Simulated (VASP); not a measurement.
# KF in VASP: notebook, part 2 of 2

VASP 6.6.1. Earlier steps stand in the parts before.

## Step 5: Single point, PBEsol (equal xy, yz and zx shear strains of -1 %)

Contents of INCAR:

```
ALGO = Normal
EDIFF = 1E-6
ENCUT = 520
GGA = PS
ISIF = 2
ISMEAR = -1
LASPH = T
LCHARG = F
LREAL = F
LWAVE = F
NBANDS = 15
NELM = 80
PREC = Accurate
SIGMA = 0.01
```

Contents of KPOINTS:

```
k-points
0
Gamma
  9 9 9
```

Contents of POSCAR:

```
KF
1.0
   -0.0267350000      2.6601325000      2.6601325000
    2.6601325000     -0.0267350000      2.6601325000
    2.6601325000      2.6601325000     -0.0267350000
K F
1 1
Direct
    0.0000000000      0.0000000000      0.0000000000
    0.5000000000      0.5000000000      0.5000000000
```

Potentials or basis: VASP PAW PBE potentials, release 64 (K_sv, F).

On the command line:

```sh
> cat potpaw_PBE.64/K_sv/POTCAR potpaw_PBE.64/F/POTCAR > POTCAR
> mpirun -np 1 vasp_std > vasp.out
```

OUTCAR:

```text
EDIFF = 1E-6
   ENCUT = 520
   GGA = PS
   ISIF = 2
   ISMEAR = -1
   LASPH = T
   LREAL = F
   NELM = 80
   PREC = Accurate

 ion  position               nearest neighbor table
   1  0.000  0.000  0.000-   2 2.67   2 2.67   2 2.67   2 2.67   2 2.67   2 2.67
   2  0.500  0.500  0.500-   1 2.67   1 2.67   1 2.67   1 2.67   1 2.67   1 2.67

  LATTYP: Found a trigonal (rhomboedric) cell.
 ALAT       =     3.7620904555
 COS(alpha) =     0.4899250057

  Lattice vectors:

 A1 = (  -0.0267350000,   2.6601325000,   2.6601325000)
 A2 = (   2.6601325000,  -0.0267350000,   2.6601325000)
 A3 = (   2.6601325000,   2.6601325000,  -0.0267350000)

Analysis of symmetry for initial positions (statically):
=====================================================================
 Subroutine PRICEL returns:
 Original cell was already a primitive cell.

 Routine SETGRP: Setting up the symmetry group for a
 trigonal (rhombohedral) supercell.

 Subroutine GETGRP returns: Found 12 space group operations
 (whereof 12 operations were pure point group operations)
 out of a pool of 12 trial point group operations.

The static configuration has the point symmetry D_3d.

Analysis of symmetry for dynamics (positions and initial velocities):
=====================================================================
 Subroutine PRICEL returns:
 Original cell was already a primitive cell.

 Routine SETGRP: Setting up the symmetry group for a
 trigonal (rhombohedral) supercell.

 Subroutine GETGRP returns: Found 12 space group operations
 (whereof 12 operations were pure point group operations)
 out of a pool of 12 trial point group operations.

The dynamic configuration has the point symmetry D_3d.

 Subroutine INISYM returns: Found 12 space group operations
 (whereof 12 operations are pure point group operations),
 and found     1 'primitive' translations

----------------------------------------------------------------------------------------

                                     Primitive cell

  volume of cell :      38.2154

  direct lattice vectors                    reciprocal lattice vectors
    -0.026735000  2.660132500  2.660132500    -0.185150458  0.187030158  0.187030158
     2.660132500 -0.026735000  2.660132500     0.187030158 -0.185150458  0.187030158
     2.660132500  2.660132500 -0.026735000     0.187030158  0.187030158 -0.185150458

  length of vectors
     3.762090455  3.762090455  3.762090455     0.322864138  0.322864138  0.322864138

  position of ions in fractional coordinates (direct lattice)
     0.000000000  0.000000000  0.000000000
     0.500000000  0.500000000  0.500000000

  ion indices of the primitive-cell ions
   primitive index   ion index
                 1           1
                 2           2

----------------------------------------------------------------------------------------

 KPOINTS: k-points

Automatic generation of k-mesh.
 Grid dimensions read from file:
 generate k-points for:    9    9    9

 Generating k-lattice:

[... 21 lines left out ...]
  0.333333  0.000000 -0.000000      6.000000
  0.444444  0.000000  0.000000      6.000000
  0.111111  0.111111  0.000000      6.000000
[... 16 lines left out ...]
 -0.333333  0.333333  0.000000      6.000000
  0.444444  0.444444  0.000000      6.000000
 [... further k-points ...]
   k-points           NKPTS =     85   k-points in BZ     NKDIM =     85   number of bands    NBANDS=     15
   number of dos      NEDOS =    301   number of ions     NIONS =      2
   total plane-waves  NPLWV =  21952
   dimension x,y,z NGX =    28 NGY =   28 NGZ =   28
   dimension x,y,z NGXF=    56 NGYF=   56 NGZF=   56
   ions per type =               1   1
   NGX,Y,Z   is equivalent  to a cutoff of  12.37, 12.37, 12.37 a.u.
   NGXF,Y,Z  is equivalent  to a cutoff of  24.75, 24.75, 24.75 a.u.
 SYSTEM =  unknown system
   PREC   = accura    normal or accurate (medium, high low for compatibility)
   ISTART =      0    job   : 0-new  1-cont  2-samecut
   ICHARG =      2    charge: 1-file 2-atom 10-const
   ISPIN  =      1    spin polarized calculation?
   LNONCOLLINEAR =      F non collinear calculations
   LSORBIT =      F    spin-orbit coupling
   LASPH  =      T    aspherical Exc in radial PAW
   ENCUT  =  520.0 eV  38.22 Ry    6.18 a.u.   6.99  6.99  6.99*2*pi/ulx,y,z
   NELM   =     80;   NELMIN=  2; NELMDL= -5     # of ELM steps
   EDIFF  = 0.1E-05   stopping-criterion for ELM
   LREAL  =      F    real-space projection
   EDIFFG = 0.1E-04   stopping-criterion for IOM
   NSW    =      0    number of steps for IOM
   IBRION =     -1    ionic relax: 0-MD 1-quasi-New 2-CG
   NFREE  =      0    steps in history (QN), initial steepest desc. (CG)
   ISIF   =      2    stress and relaxation
   ISYM   =      2    0-nonsym 1-usesym 2-fastsym
   POTIM  = 0.5000    time-step for ionic-motion
   TEBEG  =    0.0;   TEEND  =   0.0 temperature during run
   PSTRESS=    0.0 pullay stress
   NELECT =      16.0000    total number of electrons
   NUPDOWN=      -1.0000    fix difference up-down
   EMIN   =  10.00;   EMAX   =-10.00  energy-range for DOS
   EFERMI =   0.00;   METHOD = LEGACY
   ISMEAR =    -1;   SIGMA  =   0.01  broadening in eV -4-tet -1-fermi 0-gaus
   EFERMI_NEDOS =   21; number of points for ismear=-14 and -15
   IALGO  =     38    algorithm
   IMIX   =      4    mixing-type and parameters
     AMIX     =   0.40;   BMIX     =  1.00
     AMIX_MAG =   1.60;   BMIX_MAG =  1.00
  volume/ion in A,a.u.               =      19.11       128.94
  Fermi-wavevector in a.u.,A,eV,Ry     =   1.224716  2.314378 20.407790  1.499930
  Thomas-Fermi vector in A             =   2.359781
   LORBIT       =      0    0 simple, 1 ext, 2 COOP (PROOUT), +10 PAW based schemes
   GGA     = PS    functional components
   LHFCALC =     F    Hartree Fock is set to
   AEXX    =    0.0000 exact exchange contribution
   IVDW    =     0    specifies the selected vdW correction
   LEPSILON=     F    determine dielectric tensor
   LRPA    =     F    only Hartree local field effects (RPA)
 non-spin polarized calculation
  energy-cutoff  :      520.00
  volume of cell :       38.22
 maximum number of plane-waves:      1042
   NGX = 13   NGY = 13   NGZ = 13

 number of electron      16.0000001 magnetization

 Free energy of the ion-electron system (eV)
  ---------------------------------------------------
  ext. energy  EPLUGINS =         0.00000000
  ---------------------------------------------------
  free energy    TOTEN  =        -8.51891962 eV

  energy without entropy =       -8.51891962  energy(sigma->0) =       -8.51891962

 E-fermi :  -2.6996     XC(G=0):  -8.6002

 val. band max:       -2.9016999488   @ k =   0.0000   0.0000   0.0000
 cond. band min:       3.1087450236   @ k =   0.0000   0.0000   0.0000
 fundamental gap:      6.0104449724
 Fermi energy:        -2.6996154338

 k-point     1 :       0.0000    0.0000    0.0000
  band No.  band energies     occupation
      1     -28.8827      2.00000
      2     -21.4394      2.00000
      3     -12.1976      2.00000
      4     -12.1976      2.00000
      5     -12.1910      2.00000
      6      -2.9163      2.00000
      7      -2.9163      2.00000
      8      -2.9017      2.00000
      9       3.1087      0.00000
     10       7.6654      0.00000
     11       7.6654      0.00000
     12       7.8225      0.00000
     13       9.3911      0.00000
     14       9.3911      0.00000
[... 401 lines left out ...]
      2     -21.4589      2.00000
      3     -12.7376      2.00000
      4     -12.4109      2.00000
      5     -12.3987      2.00000
      6      -3.1618      2.00000
      7      -2.9750      2.00000
      8      -2.9630      2.00000
      9       5.2358      0.00000
     10       7.0846      0.00000
     11       8.8456      0.00000
     12      10.6280      0.00000
     13      11.1544      0.00000
     14      11.1552      0.00000
     15      13.1443      0.00000

 [... further k-points ...]

------------------------ aborting loop because EDIFF is reached ----------------------------------------

  FORCE on cell =-STRESS in cart. coord.  units (eV):
  Direction    XX          YY          ZZ          XY          YZ          ZX
  --------------------------------------------------------------------------------------
  -------------------------------------------------------------------------------------
  Total       -0.1614762     -0.1614762     -0.1614762      0.0318070      0.0318070      0.0318070
  in kB       -6.7698847     -6.7698847     -6.7698847      1.3335080      1.3335080      1.3335080
  external PRESSURE =      -6.7698847 kB  Pullay stress =       0.0000000 kB

 VOLUME and BASIS-vectors are now :
 -----------------------------------------------------------------------------
  energy-cutoff  :      520.00
  volume of cell :       38.22
      direct lattice vectors                 reciprocal lattice vectors
    -0.026735000  2.660132500  2.660132500    -0.185150458  0.187030158  0.187030158
     2.660132500 -0.026735000  2.660132500     0.187030158 -0.185150458  0.187030158
     2.660132500  2.660132500 -0.026735000     0.187030158  0.187030158 -0.185150458

 POSITION                                       TOTAL-FORCE (eV/Angst)
 -----------------------------------------------------------------------------------
      0.00000      0.00000      0.00000        -0.000000      0.000000     -0.000000
      2.64677      2.64677      2.64676         0.000000     -0.000000      0.000000
 -----------------------------------------------------------------------------------
    total drift:                                0.000000      0.000000      0.000000

  FREE ENERGIE OF THE ION-ELECTRON SYSTEM (eV)
  ---------------------------------------------------
  free  energy   TOTEN  =        -8.5189196185 eV

  energy  without entropy=       -8.5189196185  energy(sigma->0) =       -8.51891962
```

It took 61 s on 1 thread of Intel Xeon 8259CL, shared host; peak memory 0.19 GiB.

Results:

* Free energy: -8.5189 eV
* Pressure: -0.7 GPa
* Band gap on the k mesh: 6.01 eV

Stress tensor (GPa, compression positive):
```
-0.68  0.13  0.13
 0.13 -0.68  0.13
 0.13  0.13 -0.68
```

Levels at points of the mesh, in eV from the valence-band top:
```
           k point  band 4  band 5  band 6  band 7  band 8  band 9  band 10  band 11  band 12  band 13
(0.00, 0.00, 0.00)   -9.30   -9.29   -0.01   -0.01    0.00    6.01    10.57    10.57    10.72    12.29
```

Caveat: the cell differs from its parent crystal (equal xy, yz and zx shear strains of -1 %); the PAW data sets were made with another functional, which shifts forces and pressure a little; an odd mesh through Γ misses points on the zone boundary, where band edges can lie.

## Step 6: Summary

| cell | gap on the mesh (eV) | pressure (GPa) |
| --- | --- | --- |
| a = 3.800, b = 3.800, c = 3.819 Å, angles 59.8, 59.8, 60.3°, 2 atoms | 5.91 | -1.2 |
| a = 3.819, b = 3.819, c = 3.857 Å, angles 59.7, 59.7, 60.7°, 2 atoms | 5.81 | -1.7 |
| a = 3.743 Å, angles 61.3°, 2 atoms | 6.00 | -0.7 |
| a = 3.762 Å, angles 60.7°, 2 atoms | 6.01 | -0.7 |

Alike in all rows: task single point; level PBEsol; potentials or basis VASP PAW PBE potentials, release 64 (K_sv, F); no spin polarisation; k mesh 9 × 9 × 9; cutoff (eV) 520; smearing fermi-dirac 0.01 eV.

Caveats: the PAW data sets were made with another functional, which shifts forces and pressure a little; an odd mesh through Γ misses points on the zone boundary, where band edges can lie.

Absolute energies hang on the potentials; compare differences alone.
